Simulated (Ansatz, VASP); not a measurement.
**Two plane-wave programs on LaB6**

```
La B
1.0
     4.16712   -0.00710    0.08815
    -0.00710    4.15100    0.00915
     0.08815    0.00915    4.14438
La B
1 6
Direct
  0.06357 0.99220 0.01450
  0.19462 0.52098 0.50206
  0.81137 0.49270 0.51209
  0.47154 0.52463 0.22182
  0.48529 0.52816 0.74277
  0.54654 0.17127 0.51255
  0.42707 0.77006 0.49421
```

Change from the starting cell: all atoms moved at random (sigma 0.1 Å), cell strained at random (1 %).

Alike in both runs: task single point; functional r2SCAN; k mesh 8 × 8 × 8; occupations gaussian, width 0.05 eV; no spin polarisation.

|  | VASP | Ansatz |
| --- | --- | --- |
| version | VASP 6.6.1 | Ansatz 0.2.0 |
| potentials or method | VASP PAW PBE potentials, release 64 (La, B), cutoff 520 eV | scalar-relativistic, plane waves, PAW |
| valence electrons in the cell | 29 | 29 |

|  | VASP | Ansatz | Ansatz less VASP |
| --- | --- | --- | --- |
| gap on the k mesh at the Fermi level (eV) | none | none | - |
| pressure (GPa) | 19.2 | 19.0 | -0.14 |
| traceless stress, the component that is largest in VASP (GPa) | 10.62 | 10.55 | -0.072 |
| rms of the force components (eV/Å) | 4.577 | 4.529 | -0.0483 |

VASP's potentials were made for PBE, not for r2SCAN. Atom by atom the forces differ by 0.055 eV/Å (rms over components). A gap of «none» marks a metal or a gap that the smearing closes.

Neither program's run includes spin-orbit coupling.
